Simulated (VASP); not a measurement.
# RbYP (Pmmm) in VASP: single point with PBE

Aim: the single point of RbYP with PBE.

All numbers are computed with VASP 6.6.1; they aren't measurements. Logs are shortened: lines on timing, memory, paths and dates and some standing lists are left out, and cuts for length are marked.

## 1. The cell of the first run

It takes space group Pmmm (No. 47, orthorhombic). The conventional cell has a = 4.584 Å, b = 5.188 Å, c = 6.851 Å, α = 90.00°, β = 90.00°, γ = 90.00°. Within 5.4 Å of Rb (site symmetry mmm) lie 4 Y at 4.12 Å and 4 Rb at 4.58 to 5.19 Å and 8 P at 4.87 Å. Y (site symmetry mmm) has 2 P at 2.59 Å within 3.4 Å. P (site symmetry mmm) has 2 Y at 2.59 Å within 3.4 Å.

The cell was generated, and may not be a known phase.

## 2. Single point, PBE

INCAR reads:

```
SYSTEM = RbYP
PREC = Accurate
ENCUT = 520
EDIFF = 1E-6
ISMEAR = 0
SIGMA = 0.1
LREAL = .False.
LASPH = .True.
NELM = 100
ALGO = Normal
ISIF = 2
LWAVE = .False.
LCHARG = .False.
GGA = PE
NBANDS = 20
```

KPOINTS reads:

```
Automatic mesh
0
Gamma
  10 10 8
  0 0 0
```

POSCAR reads:

```
RbYP
1.0
    4.5840393574      0.0000000000      0.0000000000
    0.0000000000      5.1876390899      0.0000000000
    0.0000000000      0.0000000000      6.8506602336
Rb Y P
1 1 1
Direct
    0.5000000000      0.0000000000      0.5000000000
    0.0000000000      0.0000000000      0.0000000000
    0.0000000000      0.5000000000      0.0000000000
```

Potentials or basis: VASP PAW PBE potentials, release 64 (Rb_sv, Y_sv, P).

On the command line:

```
cat potpaw_PBE.64/Rb_sv/POTCAR potpaw_PBE.64/Y_sv/POTCAR potpaw_PBE.64/P/POTCAR > POTCAR
mpirun -np 1 vasp_std > vasp.out
```

OUTCAR:

```text
SYSTEM = RbYP
   PREC = Accurate
   ENCUT = 520
   EDIFF = 1E-6
   ISMEAR = 0
   LREAL = .False.
   LASPH = .True.
   NELM = 100
   ISIF = 2
   GGA = PE

 ion  position               nearest neighbor table
   1  0.500  0.000  0.500-   2 4.12   2 4.12   2 4.12   2 4.12
   2  0.000  0.000  0.000-   3 2.59   3 2.59   1 4.12   1 4.12   1 4.12   1 4.12
   3  0.000  0.500  0.000-   2 2.59   2 2.59

  LATTYP: Found a simple orthorhombic cell.
 ALAT       =     4.5840393574
 B/A-ratio  =     1.1316742038
 C/A-ratio  =     1.4944592966

  Lattice vectors:

 A1 = (   4.5840393574,   0.0000000000,   0.0000000000)
 A2 = (   0.0000000000,   5.1876390899,   0.0000000000)
 A3 = (   0.0000000000,   0.0000000000,   6.8506602336)

Analysis of symmetry for initial positions (statically):
=====================================================================
 Subroutine PRICEL returns:
 Original cell was already a primitive cell.

 Routine SETGRP: Setting up the symmetry group for a
 simple orthorhombic supercell.

 Subroutine GETGRP returns: Found  8 space group operations
 (whereof  8 operations were pure point group operations)
 out of a pool of  8 trial point group operations.

The static configuration has the point symmetry D_2h.

Analysis of symmetry for dynamics (positions and initial velocities):
=====================================================================
 Subroutine PRICEL returns:
 Original cell was already a primitive cell.

 Routine SETGRP: Setting up the symmetry group for a
 simple orthorhombic supercell.

 Subroutine GETGRP returns: Found  8 space group operations
 (whereof  8 operations were pure point group operations)
 out of a pool of  8 trial point group operations.

The dynamic configuration has the point symmetry D_2h.

 Subroutine INISYM returns: Found  8 space group operations
 (whereof  8 operations are pure point group operations),
 and found     1 'primitive' translations

----------------------------------------------------------------------------------------

                                     Primitive cell

  volume of cell :     162.9110

  direct lattice vectors                    reciprocal lattice vectors
     4.584039357  0.000000000  0.000000000     0.218148214  0.000000000  0.000000000
     0.000000000  5.187639090  0.000000000     0.000000000  0.192765916  0.000000000
     0.000000000  0.000000000  6.850660234     0.000000000  0.000000000  0.145971332

  length of vectors
     4.584039357  5.187639090  6.850660234     0.218148214  0.192765916  0.145971332

  position of ions in fractional coordinates (direct lattice)
     0.500000000  0.000000000  0.500000000
     0.000000000  0.000000000  0.000000000
     0.000000000  0.500000000  0.000000000

  ion indices of the primitive-cell ions
   primitive index   ion index
                 1           1
                 2           2
                 3           3

----------------------------------------------------------------------------------------

 KPOINTS: Automatic mesh

Automatic generation of k-mesh.
 Grid dimensions read from file:
 generate k-points for:   10   10    8

 Generating k-lattice:

  Cartesian coordinates                     Fractional coordinates (reciprocal lattice)
     0.021814821  0.000000000  0.000000000     0.100000000  0.000000000  0.000000000
     0.000000000  0.019276592  0.000000000     0.000000000  0.100000000  0.000000000
     0.000000000  0.000000000  0.018246417     0.000000000  0.000000000  0.125000000

  Length of vectors
     0.021814821  0.019276592  0.018246417

  Shift w.r.t. Gamma in fractional coordinates (k-lattice)
     0.000000000  0.000000000  0.000000000

 Subroutine IBZKPT returns following result:
 ===========================================

 Found    180 irreducible k-points:

 Following reciprocal coordinates:
            Coordinates               Weight
  0.000000  0.000000  0.000000      1.000000
  0.100000  0.000000  0.000000      2.000000
  0.200000  0.000000  0.000000      2.000000
  0.300000  0.000000  0.000000      2.000000
  0.400000  0.000000  0.000000      2.000000
  0.500000  0.000000  0.000000      1.000000
[... 16 lines left out ...]
  0.400000  0.300000  0.000000      4.000000
  0.500000  0.300000  0.000000      2.000000
 [... further k-points ...]
   k-points           NKPTS =    180   k-points in BZ     NKDIM =    180   number of bands    NBANDS=     20
   number of dos      NEDOS =    301   number of ions     NIONS =      3
   total plane-waves  NPLWV =  77760
   dimension x,y,z NGX =    36 NGY =   40 NGZ =   54
   dimension x,y,z NGXF=    72 NGYF=   80 NGZF=  108
   ions per type =               1   1   1
   NGX,Y,Z   is equivalent  to a cutoff of  13.06, 12.82, 13.10 a.u.
   NGXF,Y,Z  is equivalent  to a cutoff of  26.11, 25.64, 26.21 a.u.
 SYSTEM =  RbYP
   PREC   = accura    normal or accurate (medium, high low for compatibility)
   ISTART =      0    job   : 0-new  1-cont  2-samecut
   ICHARG =      2    charge: 1-file 2-atom 10-const
   ISPIN  =      1    spin polarized calculation?
   LNONCOLLINEAR =      F non collinear calculations
   LSORBIT =      F    spin-orbit coupling
   LASPH  =      T    aspherical Exc in radial PAW
   ENCUT  =  520.0 eV  38.22 Ry    6.18 a.u.   8.52  9.65 12.74*2*pi/ulx,y,z
   NELM   =    100;   NELMIN=  2; NELMDL= -5     # of ELM steps
   EDIFF  = 0.1E-05   stopping-criterion for ELM
   LREAL  =      F    real-space projection
   EDIFFG = 0.1E-04   stopping-criterion for IOM
   NSW    =      0    number of steps for IOM
   IBRION =     -1    ionic relax: 0-MD 1-quasi-New 2-CG
   NFREE  =      0    steps in history (QN), initial steepest desc. (CG)
   ISIF   =      2    stress and relaxation
   ISYM   =      2    0-nonsym 1-usesym 2-fastsym
   POTIM  = 0.5000    time-step for ionic-motion
   TEBEG  =    0.0;   TEEND  =   0.0 temperature during run
   PSTRESS=    0.0 pullay stress
   NELECT =      25.0000    total number of electrons
   NUPDOWN=      -1.0000    fix difference up-down
   EMIN   =  10.00;   EMAX   =-10.00  energy-range for DOS
   EFERMI =   0.00;   METHOD = LEGACY
   ISMEAR =     0;   SIGMA  =   0.10  broadening in eV -4-tet -1-fermi 0-gaus
   EFERMI_NEDOS =   21; number of points for ismear=-14 and -15
   IALGO  =     38    algorithm
   IMIX   =      4    mixing-type and parameters
     AMIX     =   0.40;   BMIX     =  1.00
     AMIX_MAG =   1.60;   BMIX_MAG =  1.00
  volume/ion in A,a.u.               =      54.30       366.46
  Fermi-wavevector in a.u.,A,eV,Ry     =   0.876472  1.656292 10.452036  0.768203
  Thomas-Fermi vector in A             =   1.996287
   LORBIT       =      0    0 simple, 1 ext, 2 COOP (PROOUT), +10 PAW based schemes
   GGA     = PE    functional components
   LHFCALC =     F    Hartree Fock is set to
   AEXX    =    0.0000 exact exchange contribution
   IVDW    =     0    specifies the selected vdW correction
   LEPSILON=     F    determine dielectric tensor
   LRPA    =     F    only Hartree local field effects (RPA)
 non-spin polarized calculation
 Gauss-broadening in eV      SIGMA  =   0.10
  energy-cutoff  :      520.00
  volume of cell :      162.91
 maximum number of plane-waves:      4418
 NGX is ok and might be reduce to    36
   NGX = 17   NGY = 19   NGZ = 25

 number of electron      25.0000000 magnetization

 Free energy of the ion-electron system (eV)
  ---------------------------------------------------
  ext. energy  EPLUGINS =         0.00000000
  ---------------------------------------------------
  free energy    TOTEN  =       -11.95863224 eV

  energy without entropy =      -11.94800177  energy(sigma->0) =      -11.95331700

 E-fermi :   0.4509     XC(G=0):  -6.5514

 val. band max:        0.4341165633   @ k =   0.2000   0.4000   0.5000
 cond. band min:       0.4581881618   @ k =   0.2000   0.0000   0.2500
 fundamental gap:      0.0240715985
 Fermi energy:         0.4508988011

 k-point     1 :       0.0000    0.0000    0.0000
  band No.  band energies     occupation
      1     -42.8448      2.00000
      2     -28.1948      2.00000
      3     -23.0420      2.00000
      4     -22.9563      2.00000
      5     -22.5257      2.00000
      6     -12.2841      2.00000
[... 12 lines left out ...]
     19       4.0601      0.00000
     20       4.1583      0.00000

 k-point     2 :       0.1000    0.0000    0.0000
  band No.  band energies     occupation
      1     -42.8448      2.00000
      2     -28.1943      2.00000
      3     -23.0418      2.00000
      4     -22.9582      2.00000
      5     -22.5256      2.00000
      6     -12.2830      2.00000
[... 12 lines left out ...]
     19       3.9998      0.00000
     20       4.2414      0.00000

 k-point     3 :       0.2000    0.0000    0.0000
  band No.  band energies     occupation
      1     -42.8446      2.00000
      2     -28.1931      2.00000
      3     -23.0414      2.00000
      4     -22.9631      2.00000
      5     -22.5251      2.00000
      6     -12.3084      2.00000
[... 12 lines left out ...]
     19       3.8386      0.00000
     20       4.4352      0.00000

 k-point     4 :       0.3000    0.0000    0.0000
  band No.  band energies     occupation
      1     -42.8444      2.00000
      2     -28.1915      2.00000
      3     -23.0408      2.00000
      4     -22.9691      2.00000
      5     -22.5246      2.00000
      6     -12.3494      2.00000
[... 12 lines left out ...]
     19       3.6455      0.00000
     20       4.2697      0.00000

 k-point     5 :       0.4000    0.0000    0.0000
  band No.  band energies     occupation
      1     -42.8443      2.00000
      2     -28.1903      2.00000
      3     -23.0403      2.00000
      4     -22.9740      2.00000
      5     -22.5242      2.00000
      6     -12.3821      2.00000
[... 12 lines left out ...]
     19       3.4988      0.00000
     20       3.8047      0.00000

 k-point     6 :       0.5000    0.0000    0.0000
  band No.  band energies     occupation
      1     -42.8442      2.00000
      2     -28.1898      2.00000
      3     -23.0401      2.00000
      4     -22.9759      2.00000
      5     -22.5240      2.00000
      6     -12.3945      2.00000
[... 12 lines left out ...]
     19       3.4452      0.00000
     20       3.5849      0.00000

 k-point     7 :       0.0000    0.1000    0.0000
  band No.  band energies     occupation
      1     -42.8448      2.00000
      2     -28.1947      2.00000
      3     -23.0420      2.00000
      4     -22.9563      2.00000
      5     -22.5281      2.00000
      6     -12.2838      2.00000
[... 12 lines left out ...]
     19       4.1052      0.00000
     20       4.1803      0.00000
[... 277 lines left out ...]
 k-point    20 :       0.1000    0.3000    0.0000
  band No.  band energies     occupation
      1     -42.8445      2.00000
      2     -28.1938      2.00000
      3     -23.0414      2.00000
      4     -22.9578      2.00000
      5     -22.5420      2.00000
      6     -12.2808      2.00000
[... 12 lines left out ...]
     19       4.1986      0.00000
     20       4.4149      0.00000

 k-point    21 :       0.2000    0.3000    0.0000
  band No.  band energies     occupation
      1     -42.8444      2.00000
      2     -28.1926      2.00000
      3     -23.0410      2.00000
      4     -22.9627      2.00000
      5     -22.5415      2.00000
      6     -12.3065      2.00000
[... 12 lines left out ...]
     19       4.3374      0.00000
     20       4.4526      0.00000

 k-point    22 :       0.3000    0.3000    0.0000
  band No.  band energies     occupation
      1     -42.8442      2.00000
      2     -28.1910      2.00000
      3     -23.0404      2.00000
      4     -22.9687      2.00000
      5     -22.5409      2.00000
      6     -12.3470      2.00000
[... 12 lines left out ...]
     19       4.2642      0.00000
     20       4.4372      0.00000

 k-point    23 :       0.4000    0.3000    0.0000
  band No.  band energies     occupation
      1     -42.8440      2.00000
      2     -28.1898      2.00000
      3     -23.0399      2.00000
      4     -22.9736      2.00000
      5     -22.5405      2.00000
      6     -12.3794      2.00000
[... 12 lines left out ...]
     19       4.1221      0.00000
     20       4.2270      0.00000

 k-point    24 :       0.5000    0.3000    0.0000
  band No.  band energies     occupation
      1     -42.8440      2.00000
      2     -28.1893      2.00000
      3     -23.0397      2.00000
      4     -22.9755      2.00000
      5     -22.5403      2.00000
      6     -12.3917      2.00000
[... 12 lines left out ...]
     19       3.9928      0.00000
     20       4.2210      0.00000

 [... further k-points ...]
[... 5 lines left out ...]
  --------------------------------------------------------------------------------------
  -------------------------------------------------------------------------------------
  Total       -0.0266245      0.0106984      0.0022102     -0.0000000      0.0000000      0.0000000
  in kB       -0.2618434      0.1052156      0.0217367     -0.0000000      0.0000000      0.0000000
  external PRESSURE =      -0.0449637 kB  Pullay stress =       0.0000000 kB

 VOLUME and BASIS-vectors are now :
 -----------------------------------------------------------------------------
  energy-cutoff  :      520.00
  volume of cell :      162.91
      direct lattice vectors                 reciprocal lattice vectors
     4.584039357  0.000000000  0.000000000     0.218148214  0.000000000  0.000000000
     0.000000000  5.187639090  0.000000000     0.000000000  0.192765916  0.000000000
     0.000000000  0.000000000  6.850660234     0.000000000  0.000000000  0.145971332

 POSITION                                       TOTAL-FORCE (eV/Angst)
 -----------------------------------------------------------------------------------
      2.29202      0.00000      3.42533         0.000000      0.000000      0.000000
      0.00000      0.00000      0.00000         0.000000      0.000000      0.000000
      0.00000      2.59382      0.00000         0.000000      0.000000      0.000000
 -----------------------------------------------------------------------------------
    total drift:                                0.000000     -0.000000      0.000000

  FREE ENERGIE OF THE ION-ELECTRON SYSTEM (eV)
  ---------------------------------------------------
  free  energy   TOTEN  =       -11.9586322406 eV

  energy  without entropy=      -11.9480017667  energy(sigma->0) =      -11.95331700
```

Run time: 7.6 min. Hardware: 1 thread of Intel Xeon Platinum 8259CL at 2.50GHz (Skylake/Cascade Lake), shared host; peak memory 0.78 GiB.

Results:

| Property | Result |
| --- | --- |
| Free energy | -11.9586 eV |
| Pressure | 0.0 GPa |
| Band gap on the k mesh | zero (an odd number of electrons rules out a gap without spin polarisation) |

The gap in the log of VASP goes by the Fermi energy; the results here count the filled bands.